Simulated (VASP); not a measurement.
# V3MoS8 (P3m1) in VASP: single point with PBE

Aim: the single point of V3MoS8 with PBE.

Program: VASP 6.6.1. These are calculated values, not measurements. Logs are shortened: lines on timing, memory, paths and dates and some standing lists are left out, and cuts for length are marked.

## (1) The cell of the first run

The typed cell holds 12 atoms: a = 3.185 Å, b = 3.185 Å, c = 27.159 Å, α = 90.00°, β = 90.00°, γ = 120.00°.

## (2) Single point, PBE, collinear spin, ferrimagnetic start

Input file INCAR:

```
PREC = Accurate ; ENCUT = 520
EDIFF = 1E-7 ; ISMEAR = 0
SIGMA = 0.1 ; LREAL = False
LASPH = True ; NELM = 150
ALGO = Normal ; ISIF = 2
LWAVE = False ; LCHARG = False
ISPIN = 2 ; MAGMOM = -2 2 -2 1 0 0 0 0 0 0 0 0
LORBIT = 11 ; LMAXMIX = 4
GGA = PE ; NBANDS = 66
```

Input file KPOINTS:

```
Automatic mesh
0
Gamma
  6 6 1
```

Input file POSCAR:

```
V3MoS8
1.0
    3.1846481087     -0.0000000028      0.0000000000
   -1.5923240519      2.7579861657      0.0000000000
    0.0000000000      0.0000000000     27.1590390927
V Mo S
3 1 8
Direct
    0.0000000000      0.0000000000     -0.0001000502
    0.0000000000      0.0000000000      0.2484085274
    0.0000000000      0.0000000000      0.7517059697
    0.0000000000      0.0000000000      0.4999854354
    0.3333333333      0.6666666667      0.0547126364
    0.3333333333      0.6666666667      0.5574955844
    0.6666666667      0.3333333333      0.1936058844
    0.6666666667      0.3333333333      0.6968949380
    0.6666666667      0.3333333333      0.3032250209
    0.6666666667      0.3333333333      0.8064973863
    0.3333333333      0.6666666667      0.9450929500
    0.3333333333      0.6666666667      0.4424757173
```

Potentials or basis: VASP PAW PBE potentials, release 64 (V_sv, Mo_sv, S).

Command:

```
$ cat potpaw_PBE.64/V_sv/POTCAR potpaw_PBE.64/Mo_sv/POTCAR potpaw_PBE.64/S/POTCAR > POTCAR
$ mpirun -np 1 vasp_std > vasp.out
```

OUTCAR:

```text
PREC = Accurate
   ENCUT = 520
   EDIFF = 1E-7
   ISMEAR = 0
   LREAL = False
   LASPH = True
   NELM = 150
   ISIF = 2
   ISPIN = 2
   LORBIT = 11
   GGA = PE

 ion  position               nearest neighbor table
   1  0.000  0.000  1.000-  11 2.37  11 2.37  11 2.37   5 2.37   5 2.37   5 2.37
   2  0.000  0.000  0.248-   7 2.37   7 2.37   7 2.37   9 2.37   9 2.37   9 2.37
   3  0.000  0.000  0.752-  10 2.37  10 2.37  10 2.37   8 2.37   8 2.37   8 2.37
   4  0.000  0.000  0.500-  12 2.41  12 2.41  12 2.41   6 2.41   6 2.41   6 2.41
   5  0.333  0.667  0.055-   1 2.37   1 2.37   1 2.37
   6  0.333  0.667  0.557-   4 2.41   4 2.41   4 2.41
   7  0.667  0.333  0.194-   2 2.37   2 2.37   2 2.37
   8  0.667  0.333  0.697-   3 2.37   3 2.37   3 2.37
   9  0.667  0.333  0.303-   2 2.37   2 2.37   2 2.37
  10  0.667  0.333  0.806-   3 2.37   3 2.37   3 2.37
  11  0.333  0.667  0.945-   1 2.37   1 2.37   1 2.37
  12  0.333  0.667  0.442-   4 2.41   4 2.41   4 2.41

  LATTYP: Found a hexagonal cell.
 ALAT       =     3.1846481087
 C/A-ratio  =     8.5281130491

  Lattice vectors:

 A1 = (   3.1846481087,  -0.0000000028,   0.0000000000)
 A2 = (  -1.5923240519,   2.7579861657,   0.0000000000)
 A3 = (   0.0000000000,   0.0000000000,  27.1590390927)

Analysis of symmetry for initial positions (statically):
=====================================================================
 Subroutine PRICEL returns:
 Original cell was already a primitive cell.

 Routine SETGRP: Setting up the symmetry group for a
 hexagonal supercell.

 Subroutine GETGRP returns: Found  6 space group operations
 (whereof  6 operations were pure point group operations)
 out of a pool of 24 trial point group operations.

The static configuration has the point symmetry C_3v.

Analysis of symmetry for dynamics (positions and initial velocities):
=====================================================================
 Subroutine PRICEL returns:
 Original cell was already a primitive cell.

 Routine SETGRP: Setting up the symmetry group for a
 hexagonal supercell.

 Subroutine GETGRP returns: Found  6 space group operations
 (whereof  6 operations were pure point group operations)
 out of a pool of 24 trial point group operations.

The dynamic configuration has the point symmetry C_3v.

[... 166 lines left out ...]
 cond. band min:       4.8470356426   @ k =   0.5000   0.0000   0.0000
 fundamental gap:      0.1372216351
 Fermi energy:         4.7999336769

 spin component 1

 k-point     1 :       0.0000    0.0000    0.0000
  band No.  band energies     occupation
      1     -60.0207      1.00000
      2     -59.1513      1.00000
      3     -59.1477      1.00000
      4     -56.2915      1.00000
      5     -33.8444      1.00000
      6     -33.8444      1.00000
[... 444 lines left out ...]
     61       7.6043      0.00000
     62       7.7005      0.00000
 Fermi energy:         4.7999336769

 spin component 2

 k-point     1 :       0.0000    0.0000    0.0000
  band No.  band energies     occupation
      1     -60.0170      1.00000
      2     -60.0158      1.00000
      3     -59.1529      1.00000
      4     -56.2908      1.00000
      5     -33.8405      1.00000
      6     -33.8405      1.00000
[... 444 lines left out ...]
     61       7.4941      0.00000
     62       7.6004      0.00000
 [bands above 62 left out]

------------------------ aborting loop because EDIFF is reached ----------------------------------------

  FORCE on cell =-STRESS in cart. coord.  units (eV):
  Direction    XX          YY          ZZ          XY          YZ          ZX
  --------------------------------------------------------------------------------------
  -------------------------------------------------------------------------------------
  Total       -0.2235466     -0.2235466     -0.1155538     -0.0000000     -0.0000000      0.0000000
  in kB       -1.5014495     -1.5014495     -0.7761164     -0.0000000     -0.0000000      0.0000000
  external PRESSURE =      -1.2596718 kB  Pullay stress =       0.0000000 kB

 VOLUME and BASIS-vectors are now :
 -----------------------------------------------------------------------------
  energy-cutoff  :      520.00
  volume of cell :      238.54
      direct lattice vectors                 reciprocal lattice vectors
     3.184648109 -0.000000003  0.000000000     0.314006435  0.181291700  0.000000000
    -1.592324052  2.757986166  0.000000000     0.000000000  0.362583400  0.000000000
     0.000000000  0.000000000 27.159039093     0.000000000  0.000000000  0.036820154

 POSITION                                       TOTAL-FORCE (eV/Angst)
 -----------------------------------------------------------------------------------
      0.00000      0.00000     27.15632         0.000000      0.000000      0.000552
      0.00000      0.00000      6.74654         0.000000     -0.000000     -0.001609
      0.00000      0.00000     20.41561         0.000000      0.000000      0.002410
      0.00000      0.00000     13.57912        -0.000000      0.000000     -0.000955
      0.00000      1.83866      1.48594        -0.000000      0.000000     -0.022881
      0.00000      1.83866     15.14104         0.000000     -0.000000     -0.019564
      1.59232      0.91933      5.25815         0.000000      0.000000      0.022058
      1.59232      0.91933     18.92700         0.000000     -0.000000      0.021558
      1.59232      0.91933      8.23530        -0.000000      0.000000     -0.024475
      1.59232      0.91933     21.90369        -0.000000      0.000000     -0.019550
      0.00000      1.83866     25.66782         0.000000      0.000000      0.022162
      0.00000      1.83866     12.01722        -0.000000     -0.000000      0.020295
 -----------------------------------------------------------------------------------
    total drift:                               -0.000000      0.000000      0.000274

  FREE ENERGIE OF THE ION-ELECTRON SYSTEM (eV)
  ---------------------------------------------------
  free  energy   TOTEN  =       -81.4976007812 eV

  energy  without entropy=      -81.4825223833  energy(sigma->0) =      -81.49006158

 total charge

# of ion       s       p       d       tot
------------------------------------------
    1        2.247   6.240   3.046  11.533
    2        2.246   6.240   3.047  11.534
    3        2.246   6.240   3.047  11.534
    4        2.288   6.216   3.929  12.433
    5        1.365   2.336   0.000   3.701
    6        1.364   2.336   0.000   3.699
    7        1.365   2.336   0.000   3.701
    8        1.364   2.338   0.000   3.702
    9        1.364   2.338   0.000   3.702
   10        1.365   2.336   0.000   3.701
   11        1.365   2.336   0.000   3.701
   12        1.364   2.336   0.000   3.699
--------------------------------------------------
tot         19.944  43.627  13.068  76.640

 magnetization (x)

# of ion       s       p       d       tot
------------------------------------------
    1       -0.011  -0.013  -0.857  -0.881
    2        0.011   0.013   0.857   0.880
    3       -0.011  -0.013  -0.855  -0.878
    4        0.000   0.000   0.001   0.001
    5        0.001   0.041   0.000   0.041
    6       -0.000   0.000   0.000   0.000
    7       -0.001  -0.040   0.000  -0.041
    8        0.001   0.041   0.000   0.041
    9       -0.001  -0.041   0.000  -0.042
   10        0.000   0.040   0.000   0.040
   11        0.001   0.041   0.000   0.041
   12        0.000  -0.000   0.000   0.000
--------------------------------------------------
tot         -0.010   0.068  -0.854  -0.796
```

It took 13 min on 1 thread of Intel Xeon 8259CL, shared host; peak memory 0.53 GiB.

Results:

* Free energy: -81.4976 eV
* Pressure: -0.1 GPa
* Largest force: 0.024 eV/Å
* Net moment: -0.93 μB per cell
* Site moments: V -0.88, +0.88 (each value once); Mo +0.00; S +0.04, +0.00, -0.04 (each value once) μB
* Valence electrons inside the program's atomic spheres: V 11.53; Mo 12.43; S 3.70

Forces on the atoms (eV/Å):
```
V    0.000  0.000  0.001
V    0.000  0.000 -0.002
V    0.000  0.000  0.002
Mo   0.000  0.000 -0.001
S    0.000  0.000 -0.023
S    0.000  0.000 -0.020
S    0.000  0.000  0.022
S    0.000  0.000  0.022
S    0.000  0.000 -0.024
S    0.000  0.000 -0.020
S    0.000  0.000  0.022
S    0.000  0.000  0.020
```

Caveat: the k points lie up to 0.38 Å⁻¹ apart; this functional lacks dispersion, which binds the layers, so the pressure and a relaxed spacing across them are unreliable. With open d or f shells a metallic result of PBE can be an artefact of self-interaction; +U or a hybrid may open a gap.
